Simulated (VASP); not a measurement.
# BaTe (Fm-3m) in VASP: further runs

BaTe is run at these levels: PBE; tasks: single point.

Program: VASP 6.6.1. These are calculated values, not measurements. Logs are shortened: lines on timing, memory, paths and dates and some standing lists are left out, and cuts for length are marked.

**1. The cell of the first run**

It takes space group Fm-3m (No. 225, cubic). The conventional cell has a = 6.772 Å, b = 6.772 Å, c = 6.772 Å, α = 90.00°, β = 90.00°, γ = 90.00°. Ba (site symmetry m-3m) has 6 Te at 3.39 Å within 4.5 Å. Within 4.5 Å of Te (site symmetry m-3m) lie 6 Ba at 3.39 Å.

**2. Single point, PBE (38.82 Å³/atom)**

INCAR reads:

```
PREC = Accurate
ENCUT = 520
EDIFF = 1E-6
ISMEAR = 0
SIGMA = 0.02
LREAL = F
LASPH = T
NELM = 60
ALGO = Normal
ISIF = 2
LWAVE = F
LCHARG = F
GGA = PE
NBANDS = 15
```

KPOINTS reads:

```
Automatic mesh
0
Gamma
  8 8 8
```

POSCAR reads:

```
BaTe
1.0
    0.0000000000      3.3859415364      3.3859415364
    3.3859415364      0.0000000000      3.3859415364
    3.3859415364      3.3859415364      0.0000000000
Ba Te
1 1
Direct
    0.5000000000      0.5000000000      0.5000000000
    0.0000000000      0.0000000000      0.0000000000
```

Potentials or basis: VASP PAW PBE potentials, release 64 (Ba_sv, Te).

Command:

```console
$ cat potpaw_PBE.64/Ba_sv/POTCAR potpaw_PBE.64/Te/POTCAR > POTCAR
$ mpirun -np 1 vasp_std > vasp.out
```

OUTCAR:

```text
PREC = Accurate
   ENCUT = 520
   EDIFF = 1E-6
   ISMEAR = 0
   LREAL = F
   LASPH = T
   NELM = 60
   ISIF = 2
   GGA = PE

 ion  position               nearest neighbor table
   1  0.500  0.500  0.500-   2 3.39   2 3.39   2 3.39   2 3.39   2 3.39   2 3.39
   2  0.000  0.000  0.000-   1 3.39   1 3.39   1 3.39   1 3.39   1 3.39   1 3.39

  LATTYP: Found a face centered cubic cell.
 ALAT       =     6.7718830728

  Lattice vectors:

 A1 = (   0.0000000000,   3.3859415364,   3.3859415364)
 A2 = (   3.3859415364,   0.0000000000,   3.3859415364)
 A3 = (   3.3859415364,   3.3859415364,   0.0000000000)

Analysis of symmetry for initial positions (statically):
=====================================================================
 Subroutine PRICEL returns:
 Original cell was already a primitive cell.

 Routine SETGRP: Setting up the symmetry group for a
 face centered cubic supercell.

 Subroutine GETGRP returns: Found 48 space group operations
 (whereof 48 operations were pure point group operations)
 out of a pool of 48 trial point group operations.

The static configuration has the point symmetry O_h .

Analysis of symmetry for dynamics (positions and initial velocities):
=====================================================================
 Subroutine PRICEL returns:
 Original cell was already a primitive cell.

 Routine SETGRP: Setting up the symmetry group for a
 face centered cubic supercell.

 Subroutine GETGRP returns: Found 48 space group operations
 (whereof 48 operations were pure point group operations)
 out of a pool of 48 trial point group operations.

The dynamic configuration has the point symmetry O_h .

 Subroutine INISYM returns: Found 48 space group operations
 (whereof 48 operations are pure point group operations),
 and found     1 'primitive' translations

----------------------------------------------------------------------------------------

                                     Primitive cell

  volume of cell :      77.6369

  direct lattice vectors                    reciprocal lattice vectors
     0.000000000  3.385941536  3.385941536    -0.147669413  0.147669413  0.147669413
     3.385941536  0.000000000  3.385941536     0.147669413 -0.147669413  0.147669413
     3.385941536  3.385941536  0.000000000     0.147669413  0.147669413 -0.147669413

  length of vectors
     4.788444442  4.788444442  4.788444442     0.255770926  0.255770926  0.255770926

  position of ions in fractional coordinates (direct lattice)
     0.500000000  0.500000000  0.500000000
     0.000000000  0.000000000  0.000000000

  ion indices of the primitive-cell ions
   primitive index   ion index
[... 87 lines left out ...]
   EMIN   =  10.00;   EMAX   =-10.00  energy-range for DOS
   EFERMI =   0.00;   METHOD = LEGACY
   ISMEAR =     0;   SIGMA  =   0.02  broadening in eV -4-tet -1-fermi 0-gaus
   EFERMI_NEDOS =   21; number of points for ismear=-14 and -15
   IALGO  =     38    algorithm
   IMIX   =      4    mixing-type and parameters
     AMIX     =   0.40;   BMIX     =  1.00
     AMIX_MAG =   1.60;   BMIX_MAG =  1.00
  volume/ion in A,a.u.               =      38.82       261.96
  Fermi-wavevector in a.u.,A,eV,Ry     =   0.966998  1.827360 12.722594  0.935084
  Thomas-Fermi vector in A             =   2.096846
   LORBIT       =      0    0 simple, 1 ext, 2 COOP (PROOUT), +10 PAW based schemes
   GGA     = PE    functional components
   LHFCALC =     F    Hartree Fock is set to
   AEXX    =    0.0000 exact exchange contribution
   IVDW    =     0    specifies the selected vdW correction
   LEPSILON=     F    determine dielectric tensor
   LRPA    =     F    only Hartree local field effects (RPA)
 non-spin polarized calculation
 Gauss-broadening in eV      SIGMA  =   0.02
  energy-cutoff  :      520.00
  volume of cell :       77.64
 maximum number of plane-waves:      2120
   NGX = 17   NGY = 17   NGZ = 17

 number of electron      16.0000000 magnetization

 Free energy of the ion-electron system (eV)
  ---------------------------------------------------
  ext. energy  EPLUGINS =         0.00000000
  ---------------------------------------------------
  free energy    TOTEN  =        -8.46345895 eV

  energy without entropy =       -8.46345895  energy(sigma->0) =       -8.46345895

 E-fermi :   3.1373     XC(G=0):  -8.6525

 val. band max:        2.9455749911   @ k =   0.0000   0.0000   0.0000
 cond. band min:       4.2160465884   @ k =   0.5000   0.5000   0.0000
 fundamental gap:      1.2704715973
 Fermi energy:         3.1372734916

 k-point     1 :       0.0000    0.0000    0.0000
  band No.  band energies     occupation
      1     -23.8370      2.00000
      2      -9.0155      2.00000
      3      -9.0155      2.00000
      4      -9.0155      2.00000
      5      -6.8353      2.00000
      6       2.9456      2.00000
      7       2.9456      2.00000
      8       2.9456      2.00000
      9       5.7858      0.00000
     10       5.7858      0.00000
     11       5.7858      0.00000
     12       6.2639      0.00000
     13       6.5148      0.00000
     14       6.5148      0.00000
[... 401 lines left out ...]
      2      -9.5371      2.00000
      3      -9.1352      2.00000
      4      -9.0726      2.00000
      5      -6.0235      2.00000
      6       0.9011      2.00000
      7       1.7744      2.00000
      8       1.7816      2.00000
      9       6.6795      0.00000
     10       6.9806      0.00000
     11       8.4033      0.00000
     12       8.7837      0.00000
     13       9.3402      0.00000
     14      10.1753      0.00000
     15      11.4052      0.00000

 [... further k-points ...]

------------------------ aborting loop because EDIFF is reached ----------------------------------------

  FORCE on cell =-STRESS in cart. coord.  units (eV):
  Direction    XX          YY          ZZ          XY          YZ          ZX
  --------------------------------------------------------------------------------------
  -------------------------------------------------------------------------------------
  Total        2.5477214      2.5477214      2.5477214     -0.0000000     -0.0000000      0.0000000
  in kB       52.5768001     52.5768001     52.5768001     -0.0000000     -0.0000000      0.0000000
  external PRESSURE =      52.5768001 kB  Pullay stress =       0.0000000 kB

 VOLUME and BASIS-vectors are now :
 -----------------------------------------------------------------------------
  energy-cutoff  :      520.00
  volume of cell :       77.64
      direct lattice vectors                 reciprocal lattice vectors
     0.000000000  3.385941536  3.385941536    -0.147669413  0.147669413  0.147669413
     3.385941536  0.000000000  3.385941536     0.147669413 -0.147669413  0.147669413
     3.385941536  3.385941536  0.000000000     0.147669413  0.147669413 -0.147669413

 POSITION                                       TOTAL-FORCE (eV/Angst)
 -----------------------------------------------------------------------------------
      3.38594      3.38594      3.38594         0.000000      0.000000      0.000000
      0.00000      0.00000      0.00000        -0.000000     -0.000000     -0.000000
 -----------------------------------------------------------------------------------
    total drift:                                0.000000      0.000000      0.000000

  FREE ENERGIE OF THE ION-ELECTRON SYSTEM (eV)
  ---------------------------------------------------
  free  energy   TOTEN  =        -8.4634589468 eV

  energy  without entropy=       -8.4634589468  energy(sigma->0) =       -8.46345895
```

stdout:

```text
POSCAR found type information on POSCAR BaTe
 POSCAR found :  2 types and       2 ions
 scaLAPACK will be used
 LDA part: xc-table for (Slater+PW92), standard interpolation
 POSCAR, INCAR and KPOINTS ok, starting setup
 FFT: planning ... GRIDC
 FFT: planning ... GRID_SOFT
 FFT: planning ... GRID
 WAVECAR not read
 entering main loop
```

It took 32 s on 1 thread of Intel Xeon Platinum 8488C (Sapphire Rapids), shared host; peak memory 0.21 GiB.

What came out:

```
Free energy            : -8.4635 eV
Pressure               : 5.3 GPa
Band gap on the k mesh : 1.27 eV (least direct gap 1.65 eV)
```

Caveat: the cell stands under pressure; spin-orbit coupling is left out, which moves the levels of the heavy elements. A k mesh can miss the band edges.

**3. Single point, PBE (40.14 Å³/atom)**

This run uses another cell than the first one, of 40.14 Å³/atom.

INCAR, as its differences from that of step 2:

```diff
@@ -7,3 +7,3 @@
 LASPH = T
-NELM = 60
+NELM = 100
 ALGO = Normal
```

KPOINTS reads:

```
regular mesh
0
Gamma
  8 8 8
```

POSCAR reads:

```
BaTe
1.0
    0.0000000000      3.4239890079      3.4239890079
    3.4239890079      0.0000000000      3.4239890079
    3.4239890079      3.4239890079      0.0000000000
Ba Te
1 1
Direct
    0.5000000000      0.5000000000      0.5000000000
    0.0000000000      0.0000000000      0.0000000000
```

Potentials or basis: VASP PAW PBE potentials, release 64 (Ba_sv, Te).

Command:

```console
$ cat potpaw_PBE.64/Ba_sv/POTCAR potpaw_PBE.64/Te/POTCAR > POTCAR
$ mpirun -np 1 vasp_std > vasp.out
```

It took 34 s on 1 thread of Intel Xeon Platinum 8488C (Sapphire Rapids), shared host; peak memory 0.21 GiB.

It converged, with:

```
Free energy            : -8.5371 eV
Pressure               : 3.7 GPa
Band gap on the k mesh : 1.36 eV (least direct gap 1.74 eV)
```

Levels at points of the mesh, in eV from the valence-band top:
| k point | band 4 | band 5 | band 6 | band 7 | band 8 | band 9 | band 10 | band 11 | band 12 | band 13 |
| --- | --- | --- | --- | --- | --- | --- | --- | --- | --- | --- |
| (0.00, 0.00, 0.00) | -12.03 | -9.70 | 0.00 | 0.00 | 0.00 | 2.87 | 2.87 | 2.87 | 3.18 | 3.56 |
| (0.50, 0.00, 0.00) | -12.04 | -8.75 | -2.43 | -1.27 | -1.27 | 4.28 | 4.91 | 5.02 | 5.02 | 7.11 |
| (0.50, 0.50, 0.00) | -12.14 | -9.47 | -1.15 | -0.38 | -0.38 | 1.36 | 4.53 | 4.94 | 5.90 | 5.96 |

Caveat: the cell stands under pressure; spin-orbit coupling is left out, which moves the levels of the heavy elements.

(Continued in part 2 of 3.)
